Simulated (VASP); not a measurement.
# In2O (fluorite type) (Fm-3m) in VASP: further runs

In2O (fluorite type) is run at these levels: PBE; tasks: single point, relaxation of cell and atoms.

Program: VASP 6.6.1. These are calculated values, not measurements. Logs are shortened: lines on timing, memory, paths and dates and some standing lists are left out, and cuts for length are marked.

## Step 1: The cell of the first run

The structure is cubic, space group Fm-3m (No. 225). The conventional cell has a = 6.413 Å, b = 6.413 Å, c = 6.413 Å, α = 90.00°, β = 90.00°, γ = 90.00°. O (site symmetry m-3m) has 8 In at 2.78 Å within 3.7 Å. In (site symmetry -43m) has 4 O at 2.78 Å and 6 In at 3.21 Å within 3.7 Å.

## Step 2: Single point, PBE

The input, INCAR:

```
PREC = Accurate
ENCUT = 520
EDIFF = 1E-6
ISMEAR = -1
SIGMA = 0.03
LREAL = False
LASPH = True
NELM = 80
ALGO = Normal
ISIF = 2
LWAVE = False
LCHARG = False
GGA = PE
NBANDS = 23
```

The input, KPOINTS:

```
regular mesh
0
Gamma
  10 10 10
```

The input, POSCAR:

```
In2O
1.0
    0.0000000000      3.2062682673      3.2062682673
    3.2062682673      0.0000000000      3.2062682673
    3.2062682673      3.2062682673      0.0000000000
O In
1 2
Direct
    0.0000000000      0.0000000000      0.0000000000
    0.2500000000      0.2500000000      0.2500000000
    0.7500000000      0.7500000000      0.7500000000
```

Potentials or basis: VASP PAW PBE potentials, release 64 (O, In_d).

The run is started by

```console
$ cat potpaw_PBE.64/O/POTCAR potpaw_PBE.64/In_d/POTCAR > POTCAR
$ mpirun -np 1 vasp_std > vasp.out
```

OUTCAR:

```text
PREC = Accurate
   ENCUT = 520
   EDIFF = 1E-6
   ISMEAR = -1
   LREAL = False
   LASPH = True
   NELM = 80
   ISIF = 2
   GGA = PE

 ion  position               nearest neighbor table
   1  0.000  0.000  0.000-   3 2.78   3 2.78   3 2.78   2 2.78   2 2.78   2 2.78   3 2.78   2 2.78

   2  0.250  0.250  0.250-   1 2.78   1 2.78   1 2.78   1 2.78   3 3.21   3 3.21   3 3.21   3 3.21
                             3 3.21   3 3.21
   3  0.750  0.750  0.750-   1 2.78   1 2.78   1 2.78   1 2.78   2 3.21   2 3.21   2 3.21   2 3.21
                             2 3.21   2 3.21

  LATTYP: Found a face centered cubic cell.
 ALAT       =     6.4125365346

  Lattice vectors:

 A1 = (   0.0000000000,   3.2062682673,   3.2062682673)
 A2 = (   3.2062682673,   0.0000000000,   3.2062682673)
 A3 = (   3.2062682673,   3.2062682673,   0.0000000000)

Analysis of symmetry for initial positions (statically):
=====================================================================
 Subroutine PRICEL returns:
 Original cell was already a primitive cell.

 Routine SETGRP: Setting up the symmetry group for a
 face centered cubic supercell.

 Subroutine GETGRP returns: Found 48 space group operations
 (whereof 48 operations were pure point group operations)
 out of a pool of 48 trial point group operations.

The static configuration has the point symmetry O_h .

Analysis of symmetry for dynamics (positions and initial velocities):
=====================================================================
 Subroutine PRICEL returns:
 Original cell was already a primitive cell.

 Routine SETGRP: Setting up the symmetry group for a
 face centered cubic supercell.

 Subroutine GETGRP returns: Found 48 space group operations
 (whereof 48 operations were pure point group operations)
 out of a pool of 48 trial point group operations.

The dynamic configuration has the point symmetry O_h .

 Subroutine INISYM returns: Found 48 space group operations
 (whereof 48 operations are pure point group operations),
 and found     1 'primitive' translations

----------------------------------------------------------------------------------------

                                     Primitive cell

  volume of cell :      65.9219

  direct lattice vectors                    reciprocal lattice vectors
     0.000000000  3.206268267  3.206268267    -0.155944531  0.155944531  0.155944531
     3.206268267  0.000000000  3.206268267     0.155944531 -0.155944531  0.155944531
     3.206268267  3.206268267  0.000000000     0.155944531  0.155944531 -0.155944531

  length of vectors
     4.534348068  4.534348068  4.534348068     0.270103850  0.270103850  0.270103850

  position of ions in fractional coordinates (direct lattice)
     0.000000000  0.000000000  0.000000000
     0.250000000  0.250000000  0.250000000
     0.750000000  0.750000000  0.750000000

  ion indices of the primitive-cell ions
   primitive index   ion index
                 1           1
                 2           2
                 3           3

----------------------------------------------------------------------------------------

 KPOINTS: regular mesh

Automatic generation of k-mesh.
 Grid dimensions read from file:
 generate k-points for:   10   10   10

 Generating k-lattice:

  Cartesian coordinates                     Fractional coordinates (reciprocal lattice)
    -0.015594453  0.015594453  0.015594453     0.100000000  0.000000000  0.000000000
     0.015594453 -0.015594453  0.015594453     0.000000000  0.100000000  0.000000000
     0.015594453  0.015594453 -0.015594453     0.000000000  0.000000000  0.100000000

  Length of vectors
     0.027010385  0.027010385  0.027010385

  Shift w.r.t. Gamma in fractional coordinates (k-lattice)
     0.000000000  0.000000000  0.000000000

 Subroutine IBZKPT returns following result:
 ===========================================

 Found     47 irreducible k-points:

 Following reciprocal coordinates:
            Coordinates               Weight
  0.000000  0.000000  0.000000      1.000000
  0.100000  0.000000  0.000000      8.000000
  0.200000  0.000000  0.000000      8.000000
  0.300000  0.000000  0.000000      8.000000
  0.400000  0.000000  0.000000      8.000000
  0.500000  0.000000  0.000000      4.000000
[... 16 lines left out ...]
  0.300000  0.300000  0.000000      6.000000
  0.400000  0.300000  0.000000     24.000000
 [... further k-points ...]
   k-points           NKPTS =     47   k-points in BZ     NKDIM =     47   number of bands    NBANDS=     23
   number of dos      NEDOS =    301   number of ions     NIONS =      3
   total plane-waves  NPLWV =  46656
   dimension x,y,z NGX =    36 NGY =   36 NGZ =   36
   dimension x,y,z NGXF=    72 NGYF=   72 NGZF=   72
   ions per type =               1   2
   NGX,Y,Z   is equivalent  to a cutoff of  13.20, 13.20, 13.20 a.u.
   NGXF,Y,Z  is equivalent  to a cutoff of  26.40, 26.40, 26.40 a.u.
 SYSTEM =  unknown system
   PREC   = accura    normal or accurate (medium, high low for compatibility)
   ISTART =      0    job   : 0-new  1-cont  2-samecut
   ICHARG =      2    charge: 1-file 2-atom 10-const
   ISPIN  =      1    spin polarized calculation?
   LNONCOLLINEAR =      F non collinear calculations
   LSORBIT =      F    spin-orbit coupling
   LASPH  =      T    aspherical Exc in radial PAW
   ENCUT  =  520.0 eV  38.22 Ry    6.18 a.u.   8.43  8.43  8.43*2*pi/ulx,y,z
   NELM   =     80;   NELMIN=  2; NELMDL= -5     # of ELM steps
   EDIFF  = 0.1E-05   stopping-criterion for ELM
   LREAL  =      F    real-space projection
   EDIFFG = 0.1E-04   stopping-criterion for IOM
   NSW    =      0    number of steps for IOM
   IBRION =     -1    ionic relax: 0-MD 1-quasi-New 2-CG
   NFREE  =      0    steps in history (QN), initial steepest desc. (CG)
   ISIF   =      2    stress and relaxation
   ISYM   =      2    0-nonsym 1-usesym 2-fastsym
   POTIM  = 0.5000    time-step for ionic-motion
   TEBEG  =    0.0;   TEEND  =   0.0 temperature during run
   PSTRESS=    0.0 pullay stress
   NELECT =      32.0000    total number of electrons
   NUPDOWN=      -1.0000    fix difference up-down
   EMIN   =  10.00;   EMAX   =-10.00  energy-range for DOS
   EFERMI =   0.00;   METHOD = LEGACY
   ISMEAR =    -1;   SIGMA  =   0.03  broadening in eV -4-tet -1-fermi 0-gaus
   EFERMI_NEDOS =   21; number of points for ismear=-14 and -15
   IALGO  =     38    algorithm
   IMIX   =      4    mixing-type and parameters
     AMIX     =   0.40;   BMIX     =  1.00
     AMIX_MAG =   1.60;   BMIX_MAG =  1.00
  volume/ion in A,a.u.               =      21.97       148.29
  Fermi-wavevector in a.u.,A,eV,Ry     =   1.286614  2.431348 22.522755  1.655376
  Thomas-Fermi vector in A             =   2.418678
   LORBIT       =      0    0 simple, 1 ext, 2 COOP (PROOUT), +10 PAW based schemes
   GGA     = PE    functional components
   LHFCALC =     F    Hartree Fock is set to
   AEXX    =    0.0000 exact exchange contribution
   IVDW    =     0    specifies the selected vdW correction
   LEPSILON=     F    determine dielectric tensor
   LRPA    =     F    only Hartree local field effects (RPA)
 non-spin polarized calculation
  energy-cutoff  :      520.00
  volume of cell :       65.92
 maximum number of plane-waves:      1807
 NGX is ok and might be reduce to    36
   NGX = 17   NGY = 17   NGZ = 17

 number of electron      32.0000005 magnetization

 Free energy of the ion-electron system (eV)
  ---------------------------------------------------
  ext. energy  EPLUGINS =         0.00000000
  ---------------------------------------------------
  free energy    TOTEN  =       -10.60669703 eV

  energy without entropy =      -10.60363303  energy(sigma->0) =      -10.60516503

 E-fermi :   5.6917     XC(G=0):  -9.8209

 val. band max:        5.6586871266   @ k =   0.5000   0.1000   0.0000
 cond. band min:       5.6986933893   @ k =  -0.4000   0.5000   0.1000
 fundamental gap:      0.0400062626
 Fermi energy:         5.6916938246

 k-point     1 :       0.0000    0.0000    0.0000
  band No.  band energies     occupation
      1     -11.2066      2.00000
      2      -8.8592      2.00000
      3      -8.8592      2.00000
      4      -8.6801      2.00000
      5      -8.6801      2.00000
      6      -8.6801      2.00000
[... 15 lines left out ...]
     22      12.4283      0.00000
     23      14.6623      0.00000

 k-point     2 :       0.1000    0.0000    0.0000
  band No.  band energies     occupation
      1     -11.2030      2.00000
      2      -8.8450      2.00000
      3      -8.8450      2.00000
      4      -8.6709      2.00000
      5      -8.6709      2.00000
      6      -8.6599      2.00000
[... 15 lines left out ...]
     22      12.1031      0.00000
     23      15.3126      0.00000

 k-point     3 :       0.2000    0.0000    0.0000
  band No.  band energies     occupation
      1     -11.1938      2.00000
      2      -8.8033      2.00000
      3      -8.8033      2.00000
      4      -8.6447      2.00000
      5      -8.6447      2.00000
      6      -8.6073      2.00000
[... 15 lines left out ...]
     22      11.9643      0.00000
     23      15.6617      0.00000

 k-point     4 :       0.3000    0.0000    0.0000
  band No.  band energies     occupation
      1     -11.1832      2.00000
      2      -8.7373      2.00000
      3      -8.7373      2.00000
      4      -8.6053      2.00000
      5      -8.6053      2.00000
      6      -8.5475      2.00000
[... 15 lines left out ...]
     22      12.1976      0.00000
     23      15.8419      0.00000

 k-point     5 :       0.4000    0.0000    0.0000
  band No.  band energies     occupation
      1     -11.1750      2.00000
      2      -8.6523      2.00000
      3      -8.6523      2.00000
      4      -8.5588      2.00000
      5      -8.5588      2.00000
      6      -8.5164      2.00000
[... 434 lines left out ...]
 k-point    22 :      -0.2000    0.2000    0.0000
  band No.  band energies     occupation
      1     -11.1801      2.00000
      2      -8.7861      2.00000
      3      -8.6608      2.00000
      4      -8.6175      2.00000
      5      -8.5537      2.00000
      6      -8.5522      2.00000
[... 15 lines left out ...]
     22      14.5066      0.00000
     23      14.5721      0.00000

 k-point    23 :       0.3000    0.3000    0.0000
  band No.  band energies     occupation
      1     -11.1781      2.00000
      2      -8.8397      2.00000
      3      -8.6307      2.00000
      4      -8.5762      2.00000
      5      -8.5493      2.00000
      6      -8.5493      2.00000
[... 15 lines left out ...]
     22      14.2905      0.00000
     23      14.2905      0.00000

 k-point    24 :       0.4000    0.3000    0.0000
  band No.  band energies     occupation
      1     -11.1726      2.00000
      2      -8.8222      2.00000
      3      -8.5796      2.00000
      4      -8.5773      2.00000
      5      -8.5605      2.00000
      6      -8.5176      2.00000
[... 15 lines left out ...]
     22      14.1613      0.00000
     23      14.9356      0.00000

 [... further k-points ...]

------------------------ aborting loop because EDIFF is reached ----------------------------------------

  FORCE on cell =-STRESS in cart. coord.  units (eV):
  Direction    XX          YY          ZZ          XY          YZ          ZX
  --------------------------------------------------------------------------------------
  -------------------------------------------------------------------------------------
  Total        0.0023109      0.0023109      0.0023109     -0.0000000      0.0000000     -0.0000000
  in kB        0.0561641      0.0561641      0.0561641     -0.0000000      0.0000000     -0.0000000
  external PRESSURE =       0.0561641 kB  Pullay stress =       0.0000000 kB

 VOLUME and BASIS-vectors are now :
 -----------------------------------------------------------------------------
  energy-cutoff  :      520.00
  volume of cell :       65.92
      direct lattice vectors                 reciprocal lattice vectors
     0.000000000  3.206268267  3.206268267    -0.155944531  0.155944531  0.155944531
     3.206268267  0.000000000  3.206268267     0.155944531 -0.155944531  0.155944531
     3.206268267  3.206268267  0.000000000     0.155944531  0.155944531 -0.155944531

 POSITION                                       TOTAL-FORCE (eV/Angst)
 -----------------------------------------------------------------------------------
      0.00000      0.00000      0.00000         0.000000      0.000000     -0.000000
      1.60313      1.60313      1.60313         0.000000      0.000000      0.000000
      4.80940      4.80940      4.80940        -0.000000     -0.000000     -0.000000
 -----------------------------------------------------------------------------------
    total drift:                                0.000000      0.000000      0.000000

  FREE ENERGIE OF THE ION-ELECTRON SYSTEM (eV)
  ---------------------------------------------------
  free  energy   TOTEN  =       -10.6066970339 eV

  energy  without entropy=      -10.6036330256  energy(sigma->0) =      -10.60516503
```

Wall time 71 s (1 thread of Intel Xeon Platinum 8259CL at 2.50GHz (Skylake/Cascade Lake), shared host); peak memory 0.23 GiB.

What came out:

* Free energy: -10.6067 eV
* Pressure: 0.0 GPa
* Band gap on the k mesh: zero (bands 16 and 17 overlap by 1.79 eV)

Caveat: spin-orbit coupling is left out, which moves the levels of the heavy elements.

## Step 3: Relaxation of cell and atoms, PBE

This run uses another cell than the first one, of 17.06 Å³/atom.

The input, INCAR:

```
SYSTEM = In2O
PREC = Accurate ; ENCUT = 600
EDIFF = 1E-7 ; ISMEAR = -1
SIGMA = 0.03 ; LREAL = .FALSE.
LASPH = .TRUE. ; NELM = 60
ALGO = Normal ; ISIF = 3
LWAVE = .FALSE. ; LCHARG = .FALSE.
GGA = PE ; IBRION = 2
NSW = 100 ; EDIFFG = -0.005
```

The input, KPOINTS:

```
Automatic mesh
0
G
  10 10 10
  0 0 0
```

The input, POSCAR:

```
In2O
1.0
    0.0000000000      2.9465980037      2.9465980037
    2.9465980037      0.0000000000      2.9465980037
    2.9465980037      2.9465980037      0.0000000000
O In
1 2
Direct
    0.0000000000      0.0000000000      0.0000000000
    0.2500000000      0.2500000000      0.2500000000
    0.7500000000      0.7500000000      0.7500000000
```

Potentials or basis: VASP PAW PBE potentials, release 64 (O, In_d).

The run is started by

```console
$ cat potpaw_PBE.64/O/POTCAR potpaw_PBE.64/In_d/POTCAR > POTCAR
$ mpirun -np 1 vasp_std > vasp.out
```

OUTCAR:

```text
SYSTEM = In2O
   PREC = Accurate
   ENCUT = 600
   EDIFF = 1E-7
   ISMEAR = -1
   LREAL = .FALSE.
   LASPH = .TRUE.
   NELM = 60
   ISIF = 3
   GGA = PE
   IBRION = 2
   NSW = 100
   EDIFFG = -0.005

 ion  position               nearest neighbor table
   1  0.000  0.000  0.000-   3 2.55   3 2.55   3 2.55   2 2.55   3 2.55   2 2.55   2 2.55   2 2.55

   2  0.250  0.250  0.250-   1 2.55   1 2.55   1 2.55   1 2.55   3 2.95   3 2.95   3 2.95   3 2.95
                             3 2.95   3 2.95
   3  0.750  0.750  0.750-   1 2.55   1 2.55   1 2.55   1 2.55   2 2.95   2 2.95   2 2.95   2 2.95
                             2 2.95   2 2.95

  LATTYP: Found a face centered cubic cell.
 ALAT       =     5.8931960074

  Lattice vectors:

 A1 = (   0.0000000000,   2.9465980037,   2.9465980037)
 A2 = (   2.9465980037,   0.0000000000,   2.9465980037)
 A3 = (   2.9465980037,   2.9465980037,   0.0000000000)

Analysis of symmetry for initial positions (statically):
[... 181 lines left out ...]
 cond. band min:       8.9523450188   @ k =  -0.4000   0.4000   0.0000
 fundamental gap:      0.0585820688
 Fermi energy:         8.9522669065

 k-point     1 :       0.0000    0.0000    0.0000
  band No.  band energies     occupation
      1      -9.5749      2.00000
      2      -6.4497      2.00000
      3      -6.4497      2.00000
      4      -6.1813      2.00000
      5      -6.1813      2.00000
      6      -6.1813      2.00000
[... 653 lines left out ...]
--------------------------------------- Ionic step        4  -------------------------------------------

 number of electron      32.0000005 magnetization

 Free energy of the ion-electron system (eV)
  ---------------------------------------------------
  ext. energy  EPLUGINS =         0.00000000
  ---------------------------------------------------
  free energy    TOTEN  =       -10.59729763 eV

  energy without entropy =      -10.59423189  energy(sigma->0) =      -10.59576476

 E-fermi :   5.6980     XC(G=0):  -9.8233

 val. band max:        5.6649050384   @ k =   0.5000   0.1000   0.0000
 cond. band min:       5.7050861663   @ k =  -0.4000   0.5000   0.1000
 fundamental gap:      0.0401811279
 Fermi energy:         5.6979949515

 k-point     1 :       0.0000    0.0000    0.0000
  band No.  band energies     occupation
      1     -11.2020      2.00000
      2      -8.8548      2.00000
      3      -8.8548      2.00000
      4      -8.6754      2.00000
      5      -8.6754      2.00000
      6      -8.6754      2.00000
[... 573 lines left out ...]
  FREE ENERGIE OF THE ION-ELECTRON SYSTEM (eV)
  ---------------------------------------------------
  free  energy   TOTEN  =       -10.5972976308 eV

  energy  without entropy=      -10.5942318859  energy(sigma->0) =      -10.59576476

 reached required accuracy - stopping structural energy minimisation
```

OSZICAR:

```text
N       E                     dE             d eps       ncg     rms          rms(c)
[... 52 lines left out ...]
DAV:   3    -0.105978029949E+02    0.21426E-02   -0.58528E-03  2908   0.104E+00    0.158E-01
DAV:   4    -0.105973330422E+02    0.46995E-03   -0.16895E-03  2392   0.594E-01    0.446E-02
DAV:   5    -0.105973201586E+02    0.12884E-04   -0.11388E-04  2008   0.835E-02    0.313E-02
DAV:   6    -0.105973001367E+02    0.20022E-04   -0.20455E-05  2264   0.417E-02    0.892E-03
DAV:   7    -0.105972979820E+02    0.21546E-05   -0.23650E-06  2624   0.145E-02    0.360E-03
DAV:   8    -0.105972973929E+02    0.58906E-06   -0.63315E-07  2052   0.582E-03    0.156E-03
DAV:   9    -0.105972975854E+02   -0.19244E-06   -0.33849E-08  1028   0.164E-03    0.680E-04
DAV:  10    -0.105972976308E+02   -0.45367E-07   -0.30273E-08   976   0.132E-03
   4 F= -.10597298E+02 E0= -.10595765E+02  d E =-.727881E+00
```

CONTCAR:

```text
In2O
   1.00000000000000
    -0.0000000000000000    3.2057424183801855    3.2057424183801855
     3.2057424183801855   -0.0000000000000000    3.2057424183801855
     3.2057424183801855    3.2057424183801855    0.0000000000000000
  O               In
     1     2
Direct
     0.0000000000000000    1.0000000000000000    0.0000000000000000
     0.2500000000000000    0.2500000000000000    0.2500000000000000
     0.7500000000000000    0.7500000000000000    0.7500000000000000

  0.00000000E+00  0.00000000E+00  0.00000000E+00
  0.00000000E+00  0.00000000E+00  0.00000000E+00
  0.00000000E+00  0.00000000E+00  0.00000000E+00
```

It took 3.4 min on 1 thread of Intel Xeon Platinum 8259CL at 2.50GHz (Skylake/Cascade Lake), shared host; peak memory 0.24 GiB.

What came out:

| Property | Result |
| --- | --- |
| Free energy | -10.5973 eV |
| Relaxed volume | 21.96 Å³/atom |
| Relaxed cell | a = 4.534 Å, b = 4.534 Å, c = 4.534 Å, α = 60.00°, β = 60.00°, γ = 60.00° |
| Space group after relaxing (to 0.1 Å) | Fm-3m (No. 225) |
| Energy gained by relaxing | 242.6 meV/atom |
| Ionic steps | 4 |
| Pressure after relaxing | 0.0 GPa |
| Band gap on the k mesh | zero (bands 16 and 17 overlap by 1.79 eV) |

Step by step:
```csv
step,energy change (eV),largest force (eV/Å),pressure (GPa),volume (Å³)
1,0.0000,0.0000,19.99,51.17
2,-0.7129,0.0000,-1.68,68.60
3,-0.7277,0.0000,0.20,65.58
4,-0.7279,0.0000,-0.03,65.89
```

Final structure:
```
O In
1.0
     0.00000    3.20574    3.20574
     3.20574    0.00000    3.20574
     3.20574    3.20574    0.00000
O In
1 2
Cartesian
  3.2057 0.0000 3.2057
  1.6029 1.6029 1.6029
  4.8086 4.8086 4.8086
```

Levels at points of the mesh, in eV from the Fermi level:
```tsv
k point	band 13	band 14	band 15	band 16	band 17	band 18	band 19	band 20
(0.00, 0.00, 0.00)	-2.34	-2.34	-2.34	1.59	1.98	1.98	1.98	6.74
(0.50, 0.00, 0.00)	-4.33	-2.67	-2.67	0.02	2.84	2.84	3.82	5.08
(0.50, 0.50, 0.00)	-3.43	-3.43	-1.99	-1.49	0.07	2.52	2.52	6.64
```

Caveat: the volume moved by over 15 % at a fixed basis, so the end points are rough; spin-orbit coupling is left out, which moves the levels of the heavy elements.

The gap in the log of VASP goes by the Fermi energy; the results here count the filled bands.